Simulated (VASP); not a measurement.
A run of VASP 6.6.1 is set up as follows.

The input POSCAR:

```
Be
1.0
    0.0000000000      2.4659906896      2.4659906896
    2.4659906896      0.0000000000      2.4659906896
    2.4659906896      2.4659906896      0.0000000000
Be
2
Direct
    0.1250000000      0.1250000000      0.1250000000
    0.8750000000      0.8750000000      0.8750000000
```

Contents of INCAR.step1:

```
PREC = Accurate
ENCUT = 520
ISMEAR = -1
SIGMA = 0.1
LREAL = F
LASPH = T
NELM = 80
NBANDS = 9
GGA = PE
ALGO = Normal
EDIFF = 1E-4
LWAVE = T
LCHARG = F
```

File INCAR.step2:

```
PREC = Accurate
ENCUT = 520
EDIFF = 1E-6
ISMEAR = -1
SIGMA = 0.1
LREAL = F
LASPH = T
NELM = 80
ALGO = Normal
ISIF = 2
LWAVE = F
LCHARG = F
METAGGA = R2SCAN
LMIXTAU = T
NBANDS = 9
ISTART = 1
```

Contents of KPOINTS:

```
regular mesh
0
Gamma
  12 12 12
```

Potentials or basis: VASP PAW PBE potentials, release 64 (Be).

Command:

```bash
$ cat potpaw_PBE.64/Be/POTCAR > POTCAR
$ cp INCAR.step1 INCAR
$ mpirun -np 1 vasp_std > vasp.out
$ cp INCAR.step2 INCAR
$ mpirun -np 1 vasp_std > vasp.out
```

Question: Predict the band gap on the k mesh.

Answer: Zero (band 2 reaches 6.89 eV, above the bottom of band 3 at 0.32 eV).

Question: Estimate the pressure.

Answer: 0.0 GPa.

Caveat: the PAW data sets were made with another functional, which shifts forces and pressure a little.
